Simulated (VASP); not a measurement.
Wanted: the native input for a VASP 6.6.1 run.

```
Task                   : single point
Functional             : PBE
Potentials or basis    : VASP PAW PBE potentials, release 64 (Mg)
Cutoff                 : 600 eV
k mesh                 : 10 × 10 × 6
Occupations            : fermi-dirac, width 0.1 eV
Spin                   : no spin polarisation
Dipole correction      : no
Further INCAR settings : ALGO = Normal; EDIFF = 1e-06; NBANDS = 12
```

The structure of Mg lies in POSCAR:

```
Mg
1.0
    2.8433266724      0.0000000000      0.0000000000
   -1.4216633362      2.4623931295      0.0000000000
    0.0000000000      0.0000000000      9.3356907451
Mg
4
Direct
    0.0000000000      0.0000000000      0.0000000000
    0.0000000000      0.0000000000      0.5000000000
    0.3333333333      0.6666666667      0.2500000000
    0.6666666667      0.3333333333      0.7500000000
```

One way to write it, as run:

INCAR

```
PREC = Accurate
ENCUT = 600
EDIFF = 1E-6
ISMEAR = -1
SIGMA = 0.1
LREAL = F
LASPH = T
NELM = 120
ALGO = Normal
ISIF = 2
LWAVE = F
LCHARG = F
GGA = PE
NBANDS = 12
GGA_COMPAT = F
```

KPOINTS

```
Automatic mesh
0
Gamma
  10 10 6
```

Potentials or basis: VASP PAW PBE potentials, release 64 (Mg).

The run is started by

```bash
$ cat potpaw_PBE.64/Mg/POTCAR > POTCAR
$ mpirun -np 1 vasp_std > vasp.out
```

It gave:

| Item | Value |
| --- | --- |
| Pressure | 24.1 GPa |
| Band gap on the k mesh | zero (bands 4 and 5 overlap by 1.84 eV) |

Caveat: the cell stands under pressure.

Run time: 15 s on 1 thread of Intel(R) Xeon(R) 6975P-C (Granite Rapids), with other jobs on the host, peak memory 0.22 GiB.
